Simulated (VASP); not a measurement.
Here is a VASP 6.6.1 calculation.

INCAR

```
ALGO = Normal
EDIFF = 1E-7
ENCUT = 520
ISIF = 2
ISMEAR = 0
LASPH = T
LCHARG = T
LELF = T
LREAL = F
LVHAR = T
LWAVE = F
NBANDS = 26
NELM = 80
PREC = Accurate
SIGMA = 0.05
```

File KPOINTS:

```
k-points
0
Gamma
  8 8 3
```

File POSCAR:

```
AlN
1.0
   -3.0886152975      0.0000000000      0.0000000000
   -1.5443076488     -2.6748193102      0.0000000000
   -0.6434615203     -1.1145080459     11.0871685333
Al N
4 4
Direct
    0.3333333333     -0.0027551749      0.8066124197
    0.3333333333      0.1830295700      0.3607290319
    0.6666666667      0.6092552758      0.1377873380
    0.6666666667      0.4234705309      0.5836707258
    0.3333333333      0.2978523517      0.0851543558
    0.3333333333      0.1120676068      0.5310377436
    0.6666666667      0.5382933126      0.3080960497
    0.6666666667      0.3525085677      0.7539794375
```

Potentials or basis: VASP PAW LDA potentials, release 64 (Al, N).

The run is started by

```sh
$ cat potpaw_LDA.64/Al/POTCAR potpaw_LDA.64/N/POTCAR > POTCAR
$ mpirun -np 1 vasp_std > vasp.out
```

**Question.** Estimate the band gap on the k mesh.

**Answer.** 0.36 eV.

**Question.** What does it give for the pressure?

**Answer.** -3.6 GPa.

**Question.** Predict the largest force.

**Answer.** 2.294 eV/Å.

Forces on the atoms (eV/Å):
```
Al  -0.043 -0.146  0.818
Al   0.001  0.003 -1.298
Al  -0.029  0.008 -2.294
Al  -0.015  0.004 -1.257
N    0.170  0.091  0.340
N   -0.005  0.005  1.202
N    0.016  0.006  1.345
N   -0.095  0.030  1.145
```

Caveat: the cell differs from its parent crystal (the part above a cut slid along it); the stress differs along the axes, from -8 to -1 GPa; semilocal functionals underestimate gaps, and a narrow one can read as zero; forces of over 1 eV/Å act on the atoms, so gaps and moduli don't describe the material at rest. A k mesh can miss the band edges.
